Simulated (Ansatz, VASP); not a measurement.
## LiF in VASP and in Ansatz

INCAR

```
PREC     = Accurate       # precision mode
ENCUT    = 520            # plane-wave cutoff, eV
EDIFF    = 1E-6           # SCF threshold, eV
ISMEAR   = 0              # smearing method
SIGMA    = 0.05           # smearing width, eV
LREAL    = False          # projectors in reciprocal space
LASPH    = True           # aspherical terms in the spheres
NELM     = 100            # most SCF steps
ALGO     = Normal         # electronic algorithm
ISIF     = 2              # what is computed and relaxed
LWAVE    = False          # write WAVECAR
LCHARG   = False          # write CHGCAR
GGA      = CA             # functional
NBANDS   = 18             # bands
```

The input KPOINTS:

```
Automatic mesh
0
Gamma
  9 9 6
```

The input POSCAR:

```
LiF
1.0
    2.9817418045      0.0000000000      0.0000000000
   -1.4908709023      2.5822641503      0.0000000000
    0.0000000000      0.0000000000      4.8113385758
Li F
2 2
Direct
    0.3333333333      0.6666666667      0.3839784076
    0.6666666667      0.3333333333      0.8839784076
    0.3333333333      0.6666666667      0.9910195924
    0.6666666667      0.3333333333      0.4910195924
```

Input for Ansatz:

```yaml
crystal:
  lattice:
    - [2.9817418045, 0.0, 0.0]
    - [-1.4908709023, 2.5822641503, 0.0]
    - [0.0, 0.0, 4.8113385758]
  atoms:
    - { symbol: Li, position: [0.3333333333, 0.6666666667, 0.3839784076] }
    - { symbol: Li, position: [0.6666666667, 0.3333333333, 0.8839784076] }
    - { symbol: F, position: [0.3333333333, 0.6666666667, 0.9910195924] }
    - { symbol: F, position: [0.6666666667, 0.3333333333, 0.4910195924] }
basis:
  ecutwfc: 520.0
kpoints:
  mp_grid: { grid: [9, 9, 6] }
hamiltonian:
  xc: lda
scf:
  occupations: { method: gaussian, width: 0.05 }
output:
  forces: true
  stress: true
  eigenvalues: true
```

Alike in both runs: task single point; functional LDA; k mesh 9 × 9 × 6; occupations gaussian, width 0.05 eV; no spin polarisation.

|  | VASP | Ansatz |
| --- | --- | --- |
| version | VASP 6.6.1 | Ansatz 0.2.0 |
| potentials or method | VASP PAW LDA potentials, release 64 (Li_sv, F), cutoff 520 eV | scalar-relativistic, plane waves, PAW |
| valence electrons in the cell | 20 | 20 |

Ansatz gave:

```
gap on the k mesh at the Fermi level (eV) : 7.89
least direct gap on the mesh (eV)         : 7.89
rms of the force components (eV/Å)        : 0.112
```

Question: Which values does VASP return?

Answer: gap on the k mesh at the Fermi level (eV): 7.87; least direct gap on the mesh (eV): 7.87; rms of the force components (eV/Å): 0.113.

LDA's correlation is that of Perdew and Zunger in VASP and of Perdew and Wang (1992) in Ansatz. Atom by atom the forces differ by 0.001 eV/Å (rms over components).

Noted on VASP's run: the cutoff is under 1.25 times that of the potentials, so the pressure is a little rough.
